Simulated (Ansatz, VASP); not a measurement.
## Two plane-wave programs on CdH2O2

Contents of INCAR:

```
SYSTEM = CdH2O2
ALGO = Normal ; EDIFF = 1E-6
ENCUT = 600 ; GGA = PS
GGA_COMPAT = .False. ; ISIF = 2
ISMEAR = 0 ; LASPH = .True.
LCHARG = .False. ; LREAL = .False.
LWAVE = .False. ; NBANDS = 25
NELM = 120 ; PREC = Accurate
SIGMA = 0.01
```

The input KPOINTS:

```
k-points
0
Gamma
  6 6 4
  0 0 0
```

POSCAR

```
CdH2O2
1.0
    3.5388082674      0.0000000000      0.0000000000
   -1.7694041337      3.0646978597      0.0000000000
    0.0000000000      0.0000000000      4.6737283933
Cd H O
1 2 2
Direct
    0.0000000000      0.0000000000      0.0000000000
    0.6666666667      0.3333333333      0.5509607200
    0.3333333333      0.6666666667      0.4490392800
    0.6666666667      0.3333333333      0.7593720000
    0.3333333333      0.6666666667      0.2406280000
```

Input for Ansatz:

```yaml
crystal:
  lattice:
    - [3.5388082673841175, 0.0, 0.0]
    - [-1.7694041336920587, 3.0646978596598298, 0.0]
    - [0.0, 0.0, 4.67372839333129]
  atoms:
    - { symbol: Cd, position: [0.0, 0.0, 0.0] }
    - { symbol: H, position: [0.6666666666666666, 0.3333333333333333, 0.55096072] }
    - { symbol: H, position: [0.3333333333333333, 0.6666666666666666, 0.44903928] }
    - { symbol: O, position: [0.6666666666666666, 0.3333333333333333, 0.759372] }
    - { symbol: O, position: [0.3333333333333333, 0.6666666666666666, 0.240628] }
basis:
  ecutwfc: 462.593566181796
kpoints:
  mp_grid:
    grid: [6, 6, 4]
hamiltonian:
  xc: pbesol
  pseudopotentials:
    kind: paw
scf:
  convergence:
    dr2_threshold: 1.0e-07
  occupations:
    method: fixed
output:
  stress: true
```

Alike in both runs: task single point; functional PBEsol; k mesh 6 × 6 × 4; no spin polarisation.

|  | VASP | Ansatz |
| --- | --- | --- |
| version | VASP 6.6.1 | Ansatz 0.2.0 |
| potentials or method | VASP PAW PBE potentials, release 64 (Cd_sv_GW, H, O), cutoff 600 eV | plane waves, PAW |
| occupations | gaussian, width 0.01 eV | fixed |
| valence electrons in the cell | 34 | 34 |

|  | VASP | Ansatz | Ansatz less VASP |
| --- | --- | --- | --- |
| pressure (GPa) | -3.0 | -2.7 | +0.32 |
| traceless stress, the component that is largest in VASP (GPa) | 1.47 | 0.90 | -0.567 |

VASP's potentials were made for PBE, not for PBEsol. Ansatz's warnings: stress scf threshold loose.
